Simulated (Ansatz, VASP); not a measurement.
Two plane-wave programs on Ca

```xyz
4
Lattice="6.4060 0.0000 0.0000 0.0000 6.4060 0.0000 0.0000 0.0000 4.1090" Properties=species:S:1:pos:R:3 pbc="T T T"
Ca    1.7485    1.7485    0.0000
Ca    4.6575    4.6575    0.0000
Ca    1.4545    4.9515    2.0545
Ca    4.9515    1.4545    2.0545
```

Alike in both runs: functional PBE; k mesh 8 × 8 × 10; occupations gaussian, width 0.1 eV; no spin polarisation.

Ansatz relaxed the structure, and its values are those at the end. VASP's run is a single point on that final structure, the one shown.

|  | VASP | Ansatz |
| --- | --- | --- |
| version | VASP 6.6.1 | Ansatz 0.2.0 |
| potentials or method | VASP PAW PBE potentials, release 64 (Ca_sv), cutoff 520 eV | scalar-relativistic, plane waves, PAW |
| valence electrons in the cell | 40 | 40 |

|  | VASP | Ansatz | Ansatz less VASP |
| --- | --- | --- | --- |
| gap on the k mesh at the Fermi level (eV) | none | none | - |
| pressure (GPa) | 0.0 | 0.0 | -0.01 |

A gap of «none» marks a metal or a gap that the smearing closes.
